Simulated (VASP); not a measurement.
## Si: single point with r2SCAN

Si:

```
Si
1.0
     2.68606    0.00000    0.00000
    -1.34303    2.32619    0.00000
     0.00000    0.00000    2.40470
Si
1
Direct
  0.00000 0.00000 0.00000
```

This cell differs from its parent crystal: strain +0.025 along x and y, -0.025 along z.

```yaml
Program: VASP 6.6.1
Task: single point
Functional: r2SCAN
Potentials_or_basis: VASP PAW PBE potentials, release 64 (Si)
Cutoff: 520 eV
k_mesh: 24 × 24 × 20
Occupations: gaussian, width 0.15 eV
Spin: no spin polarisation
```

```
Pressure               : 0.3 GPa
Band gap on the k mesh : zero (band 2 reaches 17.64 eV, above the bottom of band 3 at 4.56 eV)
```

Stress tensor (GPa, compression positive):
```
-3.14  0.00  0.00
 0.00 -3.14  0.00
 0.00  0.00  7.14
```

Levels at points of the mesh, in eV from the Fermi level:
```tsv
k point	band 1	band 2	band 3	band 4	band 5	band 6
(0.00, 0.00, 0.00)	-14.72	8.20	9.76	9.76	9.90	12.34
(0.50, 0.00, 0.00)	-8.37	-7.14	4.69	6.41	14.67	17.23
(0.00, 0.00, 0.50)	-9.01	-7.39	14.21	14.21	15.69	15.69
(0.50, 0.00, 0.50)	-2.66	-2.64	-1.59	1.83	9.11	12.36
```

Run time: 2.4 min on 1 thread of Intel(R) Xeon(R) Platinum 8375C CPU @ 2.90GHz (Ice Lake), on a shared host, peak memory 0.17 GiB.

Caveat: the cell differs from its parent crystal (strain +0.025 along x and y, -0.025 along z); the PAW data sets were made with another functional, which shifts forces and pressure a little.
